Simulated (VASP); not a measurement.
A run of VASP 6.6.1:

Contents of INCAR:

```
SYSTEM = Na3Te3MoO3
PREC     = Accurate       ! precision mode
ENCUT    = 520            ! plane-wave cutoff, eV
EDIFF    = 1E-6           ! SCF threshold, eV
ISMEAR   = -1             ! smearing method
SIGMA    = 0.1            ! smearing width, eV
LREAL    = .FALSE.        ! projectors in reciprocal space
LASPH    = .TRUE.         ! aspherical terms in the spheres
NELM     = 150            ! most SCF steps
ALGO     = Normal         ! electronic algorithm
ISIF     = 2              ! what is computed and relaxed
LWAVE    = .FALSE.        ! write WAVECAR
LCHARG   = .FALSE.        ! write CHGCAR
LMAXMIX  = 4              ! l up to which the mixer works
LDAU     = .TRUE.         ! DFT+U
LDAUTYPE = 2            
LDAUL    = -1 -1 -1 2     ! shell
LDAUU    = 0 0 0 6        ! U, eV
LDAUJ    = 0 0 0 0      
LDAUPRINT= 1            
GGA      = PE             ! functional
IVDW     = 13             ! dispersion correction
NBANDS   = 46             ! bands
```

KPOINTS

```
regular mesh
0
G
  4 4 4
  0 0 0
```

Contents of POSCAR:

```
Na3Te3MoO3
1.0
    0.0000000000     -3.6363440000      5.2313420000
    3.0725750000     -1.9448100000     -5.2313420000
    6.6051980000      0.0000000000      0.0000000000
Na Te O Mo
3 3 3 1
Direct
    0.2275000000      0.4550000000      0.3175000000
    0.7349000000      0.4698000000      0.7953000000
    0.5100000000      0.0200000000      0.4700000000
    0.8246000000      0.9566000000      0.6908000000
    0.3526000000      0.1772000000      0.6908000000
    0.1320000000      0.4846000000      0.6908000000
    0.2542000000      0.1548000000      0.1533000000
    0.6919000000      0.9461000000      0.1533000000
    0.9006000000      0.5925000000      0.1533000000
    0.0000000000      0.0000000000      0.0000000000
```

Potentials or basis: VASP PAW PBE potentials, release 64 (Na_pv, Te, O, Mo_sv).

The run is started by

```console
$ cat potpaw_PBE.64/Na_pv/POTCAR potpaw_PBE.64/Te/POTCAR potpaw_PBE.64/O/POTCAR potpaw_PBE.64/Mo_sv/POTCAR > POTCAR
$ mpirun -np 1 vasp_std > vasp.out
```

Hardware: 1 thread of Intel(R) Xeon(R) Platinum 8488C (Sapphire Rapids) (shared host).

Problem. How long does it take, and how much memory?

Solution. It took 3 min on 1 thread of Intel(R) Xeon(R) Platinum 8488C (Sapphire Rapids), with other jobs on the host, peak memory 0.4 GiB. Counts: scf iterations 17, k points 14.
